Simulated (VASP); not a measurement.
Set up this calculation in VASP 6.6.1, as the native input.

```
Task                   : single point
Functional             : revPBE
Potentials or basis    : VASP PAW PBE potentials, release 64 (Yb)
Cutoff                 : 600 eV
k mesh                 : 7 × 7 × 4
Occupations            : fermi-dirac, width 0.1 eV
Spin                   : no spin polarisation
Dipole correction      : no
Further INCAR settings : ALGO = Normal; EDIFF = 1e-06; NBANDS = 31
```

The structure of Yb lies in POSCAR:

```
Yb
1.0
    3.8799000000      0.0000000000      0.0000000000
   -1.9399500000      3.3600919600      0.0000000000
    0.0000000000      0.0000000000      6.3859000000
Yb
2
Direct
    0.3333333338      0.6666666677      0.2500000000
    0.6666666662      0.3333333323      0.7500000000
```

One way to write it, as run:

INCAR

```
SYSTEM = Yb
PREC     = Accurate       ! precision mode
ENCUT    = 600            ! plane-wave cutoff, eV
EDIFF    = 1E-6           ! SCF threshold, eV
ISMEAR   = -1             ! smearing method
SIGMA    = 0.1            ! smearing width, eV
LREAL    = .False.        ! projectors in reciprocal space
LASPH    = .True.         ! aspherical terms in the spheres
NELM     = 200            ! most SCF steps
ALGO     = Normal         ! electronic algorithm
ISIF     = 2              ! what is computed and relaxed
LWAVE    = .False.        ! write WAVECAR
LCHARG   = .False.        ! write CHGCAR
GGA      = RE             ! functional
NBANDS   = 31             ! bands
GGA_COMPAT= .False.      
LMAXMIX  = 6              ! l up to which the mixer works
```

KPOINTS

```
Automatic mesh
0
Gamma
  7 7 4
  0 0 0
```

Potentials or basis: VASP PAW PBE potentials, release 64 (Yb).

Command:

```bash
$ cat potpaw_PBE.64/Yb/POTCAR > POTCAR
$ mpirun -np 1 vasp_std > vasp.out
```

It gave:

The pressure is -0.9 GPa. The band gap on the k mesh is zero (band 24 reaches 1.26 eV, above the bottom of band 25 at 1.17 eV).

Caveat: the PAW data sets were made with another functional, which shifts forces and pressure a little; spin-orbit coupling is left out, which moves the levels of the heavy elements.

It took 2.2 min on 1 thread of AMD EPYC 9R45 96-Core Processor (Zen 5), on a shared host, peak memory 0.23 GiB.
